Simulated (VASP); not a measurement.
# BeS (F-43m) in VASP: further runs, part 3 of 3

VASP 6.6.1.

## Step 6: Single point, r2SCAN (volume scaled by 1.02)

Contents of POSCAR:

```
BeS
1.0
    0.0000000000      2.4410600707      2.4410600707
    2.4410600707      0.0000000000      2.4410600707
    2.4410600707      2.4410600707      0.0000000000
S Be
1 1
Direct
    0.7500000000      0.7500000000      0.7500000000
    0.0000000000      0.0000000000      0.0000000000
```

Contents of INCAR.step1:

```
PREC = Accurate
ENCUT = 660
ISMEAR = -1
SIGMA = 0.05
LREAL = False
LASPH = True
NELM = 120
NBANDS = 11
GGA = PE
ALGO = Normal
EDIFF = 1E-5
LWAVE = True
LCHARG = False
GGA_COMPAT = False
```

Contents of INCAR.step2:

```
PREC = Accurate
ENCUT = 660
EDIFF = 1E-6
ISMEAR = -1
SIGMA = 0.05
LREAL = False
LASPH = True
NELM = 120
ALGO = Normal
ISIF = 2
LWAVE = False
LCHARG = True
METAGGA = R2SCAN
LMIXTAU = True
LELF = True
LVHAR = True
NBANDS = 11
ISTART = 1
GGA_COMPAT = False
```

Contents of KPOINTS:

```
regular mesh
0
Gamma
  9 9 9
```

Potentials or basis: VASP PAW PBE potentials, release 64 (S, Be).

Launch:

```sh
cat potpaw_PBE.64/S/POTCAR potpaw_PBE.64/Be/POTCAR > POTCAR
cp INCAR.step1 INCAR
mpirun -np 1 vasp_std > vasp.out
cp INCAR.step2 INCAR
mpirun -np 1 vasp_std > vasp.out
```

OUTCAR:

```text
PREC = Accurate
   ENCUT = 660
   EDIFF = 1E-6
   ISMEAR = -1
   LREAL = False
   LASPH = True
   NELM = 120
   ISIF = 2
   METAGGA = R2SCAN
   ISTART = 1

 ion  position               nearest neighbor table
   1  0.750  0.750  0.750-   2 2.11   2 2.11   2 2.11   2 2.11
   2  0.000  0.000  0.000-   1 2.11   1 2.11   1 2.11   1 2.11

  LATTYP: Found a face centered cubic cell.
 ALAT       =     4.8821201414

  Lattice vectors:

 A1 = (   0.0000000000,   2.4410600707,   2.4410600707)
 A2 = (   2.4410600707,   0.0000000000,   2.4410600707)
 A3 = (   2.4410600707,   2.4410600707,   0.0000000000)

Analysis of symmetry for initial positions (statically):
=====================================================================
 Subroutine PRICEL returns:
 Original cell was already a primitive cell.

 Routine SETGRP: Setting up the symmetry group for a
 face centered cubic supercell.

 Subroutine GETGRP returns: Found 24 space group operations
 (whereof 24 operations were pure point group operations)
 out of a pool of 48 trial point group operations.

The static configuration has the point symmetry T_d .

Analysis of symmetry for dynamics (positions and initial velocities):
=====================================================================
 Subroutine PRICEL returns:
 Original cell was already a primitive cell.

 Routine SETGRP: Setting up the symmetry group for a
 face centered cubic supercell.

 Subroutine GETGRP returns: Found 24 space group operations
 (whereof 24 operations were pure point group operations)
 out of a pool of 48 trial point group operations.

The dynamic configuration has the point symmetry T_d .

 Subroutine INISYM returns: Found 24 space group operations
 (whereof 24 operations are pure point group operations),
 and found     1 'primitive' translations

----------------------------------------------------------------------------------------
[... 118 lines left out ...]
   METAGGA = R2SCAN    functional components
   LHFCALC =     F    Hartree Fock is set to
   AEXX    =    0.0000 exact exchange contribution
   IVDW    =     0    specifies the selected vdW correction
   LEPSILON=     F    determine dielectric tensor
   LRPA    =     F    only Hartree local field effects (RPA)
 non-spin polarized calculation
  energy-cutoff  :      660.00
  volume of cell :       29.09
 maximum number of plane-waves:      1139
 NGX is ok and might be reduce to    30
   NGX = 15   NGY = 15   NGZ = 15

 number of electron       8.0000001 magnetization

 Free energy of the ion-electron system (eV)
  ---------------------------------------------------
  ext. energy  EPLUGINS =         0.00000000
  ---------------------------------------------------
  free energy    TOTEN  =       -14.78723103 eV

  energy without entropy =      -14.78723103  energy(sigma->0) =      -14.78723103

 E-fermi :   4.7152     XC(G=0): -10.0976

 val. band max:        3.7630600419   @ k =   0.0000   0.0000   0.0000
 cond. band min:       7.4770588650   @ k =   0.4444   0.4444   0.0000
 fundamental gap:      3.7139988231
 Fermi energy:         4.7152454787

 k-point     1 :       0.0000    0.0000    0.0000
  band No.  band energies     occupation
      1     -10.3970      2.00000
      2       3.7631      2.00000
      3       3.7631      2.00000
      4       3.7631      2.00000
      5      10.0314      0.00000
      6      10.0314      0.00000
      7      10.0314      0.00000
      8      10.2734      0.00000
      9      17.1485      0.00000
     10      17.1485      0.00000
     11      19.5055      0.00000
[... 309 lines left out ...]
 k-point    24 :       0.4444    0.4444    0.0000
  band No.  band energies     occupation
      1      -8.3190      2.00000
      2      -1.1715      2.00000
      3       1.1740      2.00000
      4       1.1740      2.00000
      5       7.4771      0.00000
      6       9.2374      0.00000
      7      16.9976      0.00000
      8      16.9976      0.00000
      9      19.8022      0.00000
     10      20.6047      0.00000
     11      22.0214      0.00000

 [... further k-points ...]

------------------------ aborting loop because EDIFF is reached ----------------------------------------

  FORCE on cell =-STRESS in cart. coord.  units (eV):
  Direction    XX          YY          ZZ          XY          YZ          ZX
  --------------------------------------------------------------------------------------
  -------------------------------------------------------------------------------------
  Total       -0.0926315     -0.0926315     -0.0926315      0.0000000      0.0000000      0.0000000
  in kB       -5.1015714     -5.1015714     -5.1015714      0.0000000      0.0000000      0.0000000
  external PRESSURE =      -5.1015714 kB  Pullay stress =       0.0000000 kB

 VOLUME and BASIS-vectors are now :
 -----------------------------------------------------------------------------
  energy-cutoff  :      660.00
  volume of cell :       29.09
      direct lattice vectors                 reciprocal lattice vectors
     0.000000000  2.441060071  2.441060071    -0.204829044  0.204829044  0.204829044
     2.441060071  0.000000000  2.441060071     0.204829044 -0.204829044  0.204829044
     2.441060071  2.441060071  0.000000000     0.204829044  0.204829044 -0.204829044

 POSITION                                       TOTAL-FORCE (eV/Angst)
 -----------------------------------------------------------------------------------
      3.66159      3.66159      3.66159         0.000000      0.000000     -0.000000
      0.00000      0.00000      0.00000        -0.000000     -0.000000      0.000000
 -----------------------------------------------------------------------------------
    total drift:                               -0.000000     -0.000000     -0.000000

  FREE ENERGIE OF THE ION-ELECTRON SYSTEM (eV)
  ---------------------------------------------------
  free  energy   TOTEN  =       -14.7872310294 eV

  energy  without entropy=      -14.7872310293  energy(sigma->0) =      -14.78723103
```

OSZICAR.step1:

```text
N       E                     dE             d eps       ncg     rms          rms(c)
DAV:   1     0.249147435447E+02    0.24915E+02   -0.43175E+03   770   0.754E+02
DAV:   2    -0.855196656900E+01   -0.33467E+02   -0.31662E+02   995   0.127E+02
DAV:   3    -0.101676897844E+02   -0.16157E+01   -0.16117E+01  1007   0.279E+01
DAV:   4    -0.101785142062E+02   -0.10824E-01   -0.10821E-01   975   0.265E+00
DAV:   5    -0.101785995811E+02   -0.85375E-04   -0.85374E-04   994   0.227E-01    0.551E+00
DAV:   6    -0.100497478301E+02    0.12885E+00   -0.11970E-01   866   0.163E+00    0.376E+00
DAV:   7    -0.100123255292E+02    0.37422E-01   -0.11112E-01   936   0.175E+00    0.101E+00
DAV:   8    -0.100135926555E+02   -0.12671E-02   -0.65821E-03  1014   0.418E-01    0.138E-01
DAV:   9    -0.100136857689E+02   -0.93113E-04   -0.50228E-04   942   0.144E-01    0.272E-02
DAV:  10    -0.100137344379E+02   -0.48669E-04   -0.80732E-05   914   0.518E-02    0.110E-02
DAV:  11    -0.100137390350E+02   -0.45971E-05   -0.16443E-05   957   0.211E-02
   1 F= -.10013739E+02 E0= -.10013739E+02  d E =-.127661E-10
```

Wall time 80 s (1 thread of Intel Xeon Platinum 8375C at 2.90GHz (Ice Lake), shared host); peak memory 0.17 GiB.

Results:

```yaml
Free_energy: -14.7872 eV
Pressure: -0.5 GPa
Band_gap_on_the_k_mesh: 3.71 eV, indirect (least direct gap 6.27 eV)
```

Caveat: the PAW data sets were made with another functional, which shifts forces and pressure a little. A k mesh can miss the band edges.

## Step 7: The runs side by side

```tsv
level	cell	k mesh	cutoff (eV)	grid for exact exchange (PRECFOCK)	screening parameter	gap on the mesh (eV)	pressure (GPa)
PBE0	a = 3.452 Å, angles 60.0°, 2 atoms	6 × 6 × 6	520	Normal	-	4.82	-1.9
HSE06	a = 3.452 Å, angles 60.0°, 2 atoms	6 × 6 × 6	520	Normal	0.2079 1/Å	4.09	-1.8
HSE06	a = 3.475 Å, angles 60.0°, 2 atoms	6 × 6 × 6	520	Normal	0.2079 1/Å	4.14	-3.6
HSE06	a = 3.497 Å, angles 60.0°, 2 atoms	6 × 6 × 6	520	Normal	0.2079 1/Å	4.18	-5.1
r2SCAN	a = 3.452 Å, angles 60.0°, 2 atoms	9 × 9 × 9	660	-	-	3.71	-0.5
```

Alike in all rows: task single point; potentials or basis VASP PAW PBE potentials, release 64 (S, Be); no spin polarisation; smearing fermi-dirac 0.05 eV.

Caveats: the PAW data sets were made with another functional, which shifts forces and pressure a little.

Absolute energies hang on the potentials; compare differences alone.
